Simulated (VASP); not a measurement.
# Al3Ge2Ru (P4/mmm) in VASP: notebook

Runs on Al3Ge2Ru. Level: PBE. Tasks: single point, relaxation of cell and atoms.

Everything below comes from runs of VASP 6.6.1. Logs are shortened: lines on timing, memory, paths and dates and some standing lists are left out, and cuts for length are marked.

## Step 1: The cell of the first run

Symmetry: P4/mmm, No. 123, tetragonal system. The conventional cell has a = 3.234 Å, b = 3.234 Å, c = 9.104 Å, α = 90.00°, β = 90.00°, γ = 90.00°. Within 3.7 Å of Al (site symmetry 4/mmm) lie 8 Ge at 2.82 Å and 6 Al at 3.22 to 3.23 Å. Al (site symmetry 4mm) has 4 Ru at 2.65 Å and 6 Al at 2.66 to 3.23 Å and 4 Ge at 2.78 Å within 3.5 Å. Within 3.7 Å of Ge (site symmetry 4mm) lie 8 Al at 2.78 to 2.82 Å and 1 Ru at 2.91 Å and 5 Ge at 3.23 to 3.29 Å. Within 3.5 Å of Ru (site symmetry 4/mmm) lie 8 Al at 2.65 Å and 2 Ge at 2.91 Å and 4 Ru at 3.23 Å.

The cell was generated, and may not be a known phase.

## Step 2: Single point, PBE

The input, INCAR:

```
PREC     = Accurate       # precision mode
ENCUT    = 520            # plane-wave cutoff, eV
EDIFF    = 1E-6           # SCF threshold, eV
ISMEAR   = 0              # smearing method
SIGMA    = 0.1            # smearing width, eV
LREAL    = False          # projectors in reciprocal space
LASPH    = True           # aspherical terms in the spheres
NELM     = 60             # most SCF steps
ALGO     = Normal         # electronic algorithm
ISIF     = 2              # what is computed and relaxed
LWAVE    = False          # write WAVECAR
LCHARG   = True           # write CHGCAR
GGA      = PE             # functional
LELF     = True           # ELF
LVHAR    = True         
NBANDS   = 34             # bands
```

The input, KPOINTS:

```
regular mesh
0
Gamma
  6 6 2
```

The input, POSCAR:

```
Al3Ge2Ru
1.0
    3.2337247207      0.0000000000      0.0000000000
    0.0000000000      3.2337247207      0.0000000000
    0.0000000000      0.0000000000      9.1037723508
Al Ge Ru
3 2 1
Direct
    0.0000000000      0.0000000000      0.0000000000
    0.0000000000      0.0000000000      0.6461649384
    0.0000000000      0.0000000000      0.3538350616
    0.5000000000      0.5000000000      0.8192108676
    0.5000000000      0.5000000000      0.1807891324
    0.5000000000      0.5000000000      0.5000000000
```

Potentials or basis: VASP PAW PBE potentials, release 64 (Al, Ge_d, Ru_pv).

Run with:

```bash
> cat potpaw_PBE.64/Al/POTCAR potpaw_PBE.64/Ge_d/POTCAR potpaw_PBE.64/Ru_pv/POTCAR > POTCAR
> mpirun -np 1 vasp_std > vasp.out
```

OUTCAR:

```text
PREC = Accurate
   ENCUT = 520
   EDIFF = 1E-6
   ISMEAR = 0
   LREAL = False
   LASPH = True
   NELM = 60
   ISIF = 2
   GGA = PE

 ion  position               nearest neighbor table
   1  0.000  0.000  0.000-   4 2.82   5 2.82   4 2.82   5 2.82   4 2.82   5 2.82   4 2.82   5 2.82
                             2 3.22   3 3.22
   2  0.000  0.000  0.646-   6 2.65   6 2.65   6 2.65   6 2.65   3 2.66   4 2.78   4 2.78   4 2.78
                             4 2.78   1 3.22
   3  0.000  0.000  0.354-   6 2.65   6 2.65   6 2.65   6 2.65   2 2.66   5 2.78   5 2.78   5 2.78
                             5 2.78   1 3.22
   4  0.500  0.500  0.819-   2 2.78   2 2.78   2 2.78   2 2.78   1 2.82   1 2.82   1 2.82   1 2.82
                             6 2.91
   5  0.500  0.500  0.181-   3 2.78   3 2.78   3 2.78   3 2.78   1 2.82   1 2.82   1 2.82   1 2.82
                             6 2.91
   6  0.500  0.500  0.500-   2 2.65   3 2.65   2 2.65   3 2.65   2 2.65   3 2.65   2 2.65   3 2.65
                             4 2.91   5 2.91

  LATTYP: Found a simple tetragonal cell.
 ALAT       =     3.2337247207
 C/A-ratio  =     2.8152589157

  Lattice vectors:

 A1 = (   3.2337247207,   0.0000000000,   0.0000000000)
 A2 = (   0.0000000000,   3.2337247207,   0.0000000000)
 A3 = (   0.0000000000,   0.0000000000,   9.1037723508)

Analysis of symmetry for initial positions (statically):
=====================================================================
 Subroutine PRICEL returns:
 Original cell was already a primitive cell.

 Routine SETGRP: Setting up the symmetry group for a
 simple tetragonal supercell.

 Subroutine GETGRP returns: Found 16 space group operations
 (whereof 16 operations were pure point group operations)
 out of a pool of 16 trial point group operations.

The static configuration has the point symmetry D_4h.

Analysis of symmetry for dynamics (positions and initial velocities):
=====================================================================
 Subroutine PRICEL returns:
 Original cell was already a primitive cell.

 Routine SETGRP: Setting up the symmetry group for a
 simple tetragonal supercell.

 Subroutine GETGRP returns: Found 16 space group operations
 (whereof 16 operations were pure point group operations)
 out of a pool of 16 trial point group operations.

The dynamic configuration has the point symmetry D_4h.

 Subroutine INISYM returns: Found 16 space group operations
 (whereof 16 operations are pure point group operations),
 and found     1 'primitive' translations

----------------------------------------------------------------------------------------

                                     Primitive cell

  volume of cell :      95.1979

  direct lattice vectors                    reciprocal lattice vectors
     3.233724721  0.000000000  0.000000000     0.309240918  0.000000000  0.000000000
     0.000000000  3.233724721  0.000000000     0.000000000  0.309240918  0.000000000
     0.000000000  0.000000000  9.103772351     0.000000000  0.000000000  0.109844574

  length of vectors
     3.233724721  3.233724721  9.103772351     0.309240918  0.309240918  0.109844574

  position of ions in fractional coordinates (direct lattice)
     0.000000000  0.000000000  0.000000000
     0.000000000  0.000000000  0.646164938
     0.000000000  0.000000000  0.353835062
     0.500000000  0.500000000  0.819210868
     0.500000000  0.500000000  0.180789132
     0.500000000  0.500000000  0.500000000

  ion indices of the primitive-cell ions
   primitive index   ion index
                 1           1
                 2           2
                 3           3
                 4           4
                 5           5
                 6           6

----------------------------------------------------------------------------------------

 KPOINTS: regular mesh

Automatic generation of k-mesh.
 Grid dimensions read from file:
 generate k-points for:    6    6    2

 Generating k-lattice:

  Cartesian coordinates                     Fractional coordinates (reciprocal lattice)
     0.051540153  0.000000000  0.000000000     0.166666667  0.000000000  0.000000000
     0.000000000  0.051540153  0.000000000     0.000000000  0.166666667  0.000000000
     0.000000000  0.000000000  0.054922287     0.000000000  0.000000000  0.500000000

  Length of vectors
     0.051540153  0.051540153  0.054922287

  Shift w.r.t. Gamma in fractional coordinates (k-lattice)
     0.000000000  0.000000000  0.000000000

 Subroutine IBZKPT returns following result:
 ===========================================

 Found     20 irreducible k-points:

 Following reciprocal coordinates:
            Coordinates               Weight
  0.000000  0.000000  0.000000      1.000000
  0.166667  0.000000  0.000000      4.000000
  0.333333  0.000000  0.000000      4.000000
  0.500000  0.000000  0.000000      2.000000
  0.166667  0.166667  0.000000      4.000000
  0.333333  0.166667  0.000000      8.000000
[... 12 lines left out ...]
  0.500000  0.333333  0.500000      4.000000
  0.500000  0.500000  0.500000      1.000000
   k-points           NKPTS =     20   k-points in BZ     NKDIM =     20   number of bands    NBANDS=     34
   number of dos      NEDOS =    301   number of ions     NIONS =      6
   total plane-waves  NPLWV =  40320
   dimension x,y,z NGX =    24 NGY =   24 NGZ =   70
   dimension x,y,z NGXF=    48 NGYF=   48 NGZF=  140
   ions per type =               3   2   1
   NGX,Y,Z   is equivalent  to a cutoff of  12.34, 12.34, 12.78 a.u.
   NGXF,Y,Z  is equivalent  to a cutoff of  24.68, 24.68, 25.57 a.u.
 SYSTEM =  unknown system
   PREC   = accura    normal or accurate (medium, high low for compatibility)
   ISTART =      0    job   : 0-new  1-cont  2-samecut
   ICHARG =      2    charge: 1-file 2-atom 10-const
   ISPIN  =      1    spin polarized calculation?
   LNONCOLLINEAR =      F non collinear calculations
   LSORBIT =      F    spin-orbit coupling
   LASPH  =      T    aspherical Exc in radial PAW
   ENCUT  =  520.0 eV  38.22 Ry    6.18 a.u.   6.01  6.01 16.93*2*pi/ulx,y,z
   NELM   =     60;   NELMIN=  2; NELMDL= -5     # of ELM steps
   EDIFF  = 0.1E-05   stopping-criterion for ELM
   LREAL  =      F    real-space projection
   EDIFFG = 0.1E-04   stopping-criterion for IOM
   NSW    =      0    number of steps for IOM
   IBRION =     -1    ionic relax: 0-MD 1-quasi-New 2-CG
   NFREE  =      0    steps in history (QN), initial steepest desc. (CG)
   ISIF   =      2    stress and relaxation
   ISYM   =      2    0-nonsym 1-usesym 2-fastsym
   POTIM  = 0.5000    time-step for ionic-motion
   TEBEG  =    0.0;   TEEND  =   0.0 temperature during run
   PSTRESS=    0.0 pullay stress
   NELECT =      51.0000    total number of electrons
   NUPDOWN=      -1.0000    fix difference up-down
   EMIN   =  10.00;   EMAX   =-10.00  energy-range for DOS
   EFERMI =   0.00;   METHOD = LEGACY
   ISMEAR =     0;   SIGMA  =   0.10  broadening in eV -4-tet -1-fermi 0-gaus
   EFERMI_NEDOS =   21; number of points for ismear=-14 and -15
   IALGO  =     38    algorithm
   IMIX   =      4    mixing-type and parameters
     AMIX     =   0.40;   BMIX     =  1.00
     AMIX_MAG =   1.60;   BMIX_MAG =  1.00
  volume/ion in A,a.u.               =      15.87       107.07
  Fermi-wavevector in a.u.,A,eV,Ry     =   1.329604  2.512588 24.053025  1.767847
  Thomas-Fermi vector in A             =   2.458754
   LORBIT       =      0    0 simple, 1 ext, 2 COOP (PROOUT), +10 PAW based schemes
   GGA     = PE    functional components
   LHFCALC =     F    Hartree Fock is set to
   AEXX    =    0.0000 exact exchange contribution
   IVDW    =     0    specifies the selected vdW correction
   LEPSILON=     F    determine dielectric tensor
   LRPA    =     F    only Hartree local field effects (RPA)
 non-spin polarized calculation
 Gauss-broadening in eV      SIGMA  =   0.10
  energy-cutoff  :      520.00
  volume of cell :       95.20
 maximum number of plane-waves:      2594
   NGX = 13   NGY = 13   NGZ = 33

 number of electron      50.9999951 magnetization

 Free energy of the ion-electron system (eV)
  ---------------------------------------------------
  ext. energy  EPLUGINS =         0.00000000
  ---------------------------------------------------
  free energy    TOTEN  =       -30.06581962 eV

  energy without entropy =      -30.05135154  energy(sigma->0) =      -30.05858558

 E-fermi :   8.8323     XC(G=0): -11.4034

 val. band max:        8.8286622489   @ k =   0.5000   0.1667   0.0000
 cond. band min:       8.8858134984   @ k =   0.5000   0.5000   0.0000
 fundamental gap:      0.0571512495
 Fermi energy:         8.8322609071

 k-point     1 :       0.0000    0.0000    0.0000
  band No.  band energies     occupation
      1     -33.7523      2.00000
      2     -33.7523      2.00000
      3     -33.6803      2.00000
      4     -15.7744      2.00000
      5     -15.7731      2.00000
      6     -15.7485      2.00000
[... 26 lines left out ...]
     33      13.1453      0.00000
     34      13.8590      0.00000

 k-point     2 :       0.1667    0.0000    0.0000
  band No.  band energies     occupation
      1     -33.7747      2.00000
      2     -33.7503      2.00000
      3     -33.6780      2.00000
      4     -15.7667      2.00000
      5     -15.7652      2.00000
      6     -15.7440      2.00000
[... 26 lines left out ...]
     33      13.9805      0.00000
     34      15.0762      0.00000

 k-point     3 :       0.3333    0.0000    0.0000
  band No.  band energies     occupation
      1     -33.8193      2.00000
      2     -33.7464      2.00000
      3     -33.6735      2.00000
      4     -15.7584      2.00000
      5     -15.7536      2.00000
      6     -15.7517      2.00000
[... 26 lines left out ...]
     33      15.3848      0.00000
     34      15.4538      0.00000
[... 556 lines left out ...]
 k-point    19 :       0.5000    0.3333    0.5000
  band No.  band energies     occupation
      1     -33.8337      2.00000
      2     -33.8095      2.00000
      3     -33.6650      2.00000
      4     -15.7662      2.00000
      5     -15.7648      2.00000
      6     -15.7544      2.00000
[... 26 lines left out ...]
     33      12.4544      0.00000
     34      13.3797      0.00000

 k-point    20 :       0.5000    0.5000    0.5000
  band No.  band energies     occupation
      1     -33.8311      2.00000
      2     -33.8311      2.00000
      3     -33.6629      2.00000
      4     -15.7716      2.00000
      5     -15.7700      2.00000
      6     -15.7535      2.00000
[... 26 lines left out ...]
     33      10.9484      0.00000
     34      12.8128      0.00000

------------------------ aborting loop because EDIFF is reached ----------------------------------------

  FORCE on cell =-STRESS in cart. coord.  units (eV):
  Direction    XX          YY          ZZ          XY          YZ          ZX
  --------------------------------------------------------------------------------------
  -------------------------------------------------------------------------------------
  Total       -0.1852965     -0.1852965     -0.1023754      0.0000000     -0.0000000      0.0000000
  in kB       -3.1185334     -3.1185334     -1.7229736      0.0000000     -0.0000000      0.0000000
  external PRESSURE =      -2.6533468 kB  Pullay stress =       0.0000000 kB

 VOLUME and BASIS-vectors are now :
 -----------------------------------------------------------------------------
  energy-cutoff  :      520.00
  volume of cell :       95.20
      direct lattice vectors                 reciprocal lattice vectors
     3.233724721  0.000000000  0.000000000     0.309240918  0.000000000  0.000000000
     0.000000000  3.233724721  0.000000000     0.000000000  0.309240918  0.000000000
     0.000000000  0.000000000  9.103772351     0.000000000  0.000000000  0.109844574

 POSITION                                       TOTAL-FORCE (eV/Angst)
 -----------------------------------------------------------------------------------
      0.00000      0.00000      0.00000        -0.000000      0.000000      0.000000
      0.00000      0.00000      5.88254        -0.000000      0.000000      0.029790
      0.00000      0.00000      3.22123        -0.000000      0.000000     -0.029790
      1.61686      1.61686      7.45791        -0.000000     -0.000000      0.017134
      1.61686      1.61686      1.64586         0.000000     -0.000000     -0.017134
      1.61686      1.61686      4.55189        -0.000000      0.000000      0.000000
 -----------------------------------------------------------------------------------
    total drift:                                0.000000     -0.000000      0.000000

  FREE ENERGIE OF THE ION-ELECTRON SYSTEM (eV)
  ---------------------------------------------------
  free  energy   TOTEN  =       -30.0658196195 eV

  energy  without entropy=      -30.0513515437  energy(sigma->0) =      -30.05858558
```

Wall time 72 s (1 thread of Intel Xeon 8259CL, shared host); peak memory 0.22 GiB.

Results:

```yaml
Free_energy: -30.0658 eV
Pressure: -0.3 GPa
Largest_force: 0.030 eV/Å
Band_gap_on_the_k_mesh: zero (an odd number of electrons rules out a gap without spin polarisation)
```

Forces on the atoms (eV/Å):
```
Al   0.000  0.000  0.000
Al   0.000  0.000  0.030
Al   0.000  0.000 -0.030
Ge   0.000  0.000  0.017
Ge   0.000  0.000 -0.017
Ru   0.000  0.000  0.000
```

Stress tensor (GPa, compression positive):
```
-0.31  0.00  0.00
 0.00 -0.31  0.00
 0.00  0.00 -0.17
```

Levels at points of the mesh, in eV from the Fermi level:
| k point | band 24 | band 25 | band 26 | band 27 | band 28 | band 29 |
| --- | --- | --- | --- | --- | --- | --- |
| (0.00, 0.00, 0.00) | 0.78 | 0.78 | 2.38 | 2.38 | 2.74 | 2.89 |
| (0.50, 0.00, 0.00) | -1.53 | -0.82 | -0.05 | 1.40 | 2.54 | 3.23 |
| (0.50, 0.50, 0.00) | -1.85 | -1.85 | -1.67 | -1.67 | 0.05 | 0.85 |
| (0.00, 0.00, 0.50) | 1.22 | 1.22 | 1.41 | 1.59 | 1.59 | 3.03 |
| (0.50, 0.00, 0.50) | -1.53 | -0.48 | 0.41 | 2.67 | 3.02 | 3.52 |
| (0.50, 0.50, 0.50) | -1.57 | -1.52 | -1.39 | -0.27 | -0.27 | 0.05 |

## Step 3: Relaxation of cell and atoms, PBE

This run uses another cell than the first one, of 18.91 Å³/atom.

The input, INCAR:

```
ALGO = Normal
EDIFF = 1E-6
EDIFFG = -0.04
ENCUT = 600
GGA = PE
IBRION = 2
ISIF = 3
ISMEAR = 0
LASPH = T
LCHARG = F
LREAL = F
LWAVE = F
NELM = 60
NSW = 90
PREC = Accurate
SIGMA = 0.1
```

The input, KPOINTS:

```
k-points
0
Gamma
  6 6 2
```

The input, POSCAR:

```
Al3Ge2Ru
1.0
    3.2378164000      0.0000000000      0.0000000000
    0.0000000000      3.2378164000      0.0000000000
    0.0000000000      0.0000000000     10.8233970100
Al Ge Ru
3 2 1
Direct
    0.0000000000      0.0000000000      0.0000000000
    0.0000000000      0.0000000000      0.7145522800
    0.0000000000      0.0000000000      0.2854477200
    0.5000000000      0.5000000000      0.8473602500
    0.5000000000      0.5000000000      0.1526397500
    0.5000000000      0.5000000000      0.5000000000
```

Potentials or basis: VASP PAW PBE potentials, release 64 (Al, Ge_d, Ru_pv).

Run with:

```bash
> cat potpaw_PBE.64/Al/POTCAR potpaw_PBE.64/Ge_d/POTCAR potpaw_PBE.64/Ru_pv/POTCAR > POTCAR
> mpirun -np 1 vasp_std > vasp.out
```

Run time: 38 min. Hardware: 1 thread of Intel Xeon 8259CL, shared host; peak memory 0.33 GiB.

Results (log left out):

| Property | Result |
| --- | --- |
| Free energy | -30.0698 eV |
| Relaxed volume | 15.82 Å³/atom |
| Relaxed cell | a = 3.228 Å, b = 3.228 Å, c = 9.108 Å, α = 90.00°, β = 90.00°, γ = 90.00° |
| Space group after relaxing (to 0.1 Å) | P4/mmm (No. 123) |
| Energy gained by relaxing | 665.4 meV/atom |
| Ionic steps | 23 |
| Pressure after relaxing | -0.1 GPa |
| Largest force after relaxing | 0.005 eV/Å |
| Band gap on the k mesh | zero (an odd number of electrons rules out a gap without spin polarisation) |

Forces in eV/Å, atoms in the order of the input:
```
Al   0.000  0.000  0.000
Al   0.000  0.000  0.005
Al   0.000  0.000 -0.005
Ge   0.000  0.000  0.002
Ge   0.000  0.000 -0.002
Ru   0.000  0.000  0.000
```

The path:
| step | energy change (eV) | largest force (eV/Å) | pressure (GPa) | volume (Å³) |
| --- | --- | --- | --- | --- |
| 1 | 0.0000 | 2.3919 | -8.06 | 113.47 |
| 2 | -1.1366 | 3.0887 | -0.33 | 98.53 |
| 3 | -1.4284 | 3.4236 | 14.49 | 86.16 |
| 4 | -1.8365 | 3.0170 | 16.84 | 84.31 |
| 5 | -2.2898 | 1.8314 | 29.84 | 78.80 |
| 6 | -3.2070 | 1.5152 | 18.05 | 83.96 |
| 7 | -3.4368 | 2.5079 | 7.86 | 91.17 |
| 8 | -3.4805 | 1.9094 | 10.01 | 89.25 |
| 9 | -3.7785 | 1.0314 | 4.36 | 92.09 |
| 10 | -3.8841 | 0.7871 | -0.52 | 95.23 |
| 11 | -3.8844 | 0.7740 | -0.77 | 95.40 |
| 12 | -3.9085 | 0.6834 | -0.47 | 95.15 |
| 13 | -3.9567 | 0.3747 | 0.42 | 94.42 |
| 14 | -3.9423 | 0.2077 | 2.52 | 92.95 |
| 15 | -3.9690 | 0.2032 | 1.08 | 93.82 |
| 16 | -3.9829 | 0.1087 | 0.14 | 94.73 |
| 17 | -3.9870 | 0.0354 | -0.63 | 95.51 |
| 18 | -3.9901 | 0.0818 | 0.04 | 94.99 |
| 19 | -3.9902 | 0.1032 | 0.18 | 94.89 |
| 20 | -3.9914 | 0.0781 | 0.05 | 94.94 |
| 21 | -3.9921 | 0.0500 | 0.03 | 94.98 |
| 22 | -3.9922 | 0.0427 | -0.04 | 95.00 |
| 23 | -3.9923 | 0.0053 | -0.07 | 94.94 |

Final structure:
```yaml
crystal:
  lattice:
    - [3.22846, 0.00000, 0.00000]
    - [0.00000, 3.22846, 0.00000]
    - [0.00000, 0.00000, 9.10828]
  atoms:
    - { symbol: Al, position: [0.00000, 0.00000, 0.00000] }
    - { symbol: Al, position: [0.00000, 0.00000, 0.64639] }
    - { symbol: Al, position: [0.00000, 0.00000, 0.35361] }
    - { symbol: Ge, position: [0.50000, 0.50000, 0.81969] }
    - { symbol: Ge, position: [0.50000, 0.50000, 0.18031] }
    - { symbol: Ru, position: [0.50000, 0.50000, 0.50000] }
```

Levels at points of the mesh, in eV from the Fermi level:
```
           k point  band 22  band 23  band 24  band 25  band 26  band 27  band 28  band 29  band 30
(0.00, 0.00, 0.00)    -1.09    -0.92     0.79     0.79     2.39     2.39     2.77     2.88     4.23
(0.50, 0.00, 0.00)    -2.57    -1.62    -1.53    -0.83    -0.05     1.40     2.53     3.24     4.55
(0.50, 0.50, 0.00)    -2.96    -2.07    -1.87    -1.87    -1.67    -1.67     0.06     0.85     1.38
(0.00, 0.00, 0.50)    -1.09    -0.25     1.22     1.22     1.39     1.61     1.61     3.05     4.00
(0.50, 0.00, 0.50)    -2.57    -2.49    -1.53    -0.50     0.42     2.66     3.00     3.53     3.93
(0.50, 0.50, 0.50)    -3.16    -3.16    -1.57    -1.53    -1.40    -0.27    -0.27     0.06     0.53
```

Caveat: the volume moved by over 15 % at a fixed basis, so the end points are rough.

The gap in the log of VASP goes by the Fermi energy; the results here count the filled bands.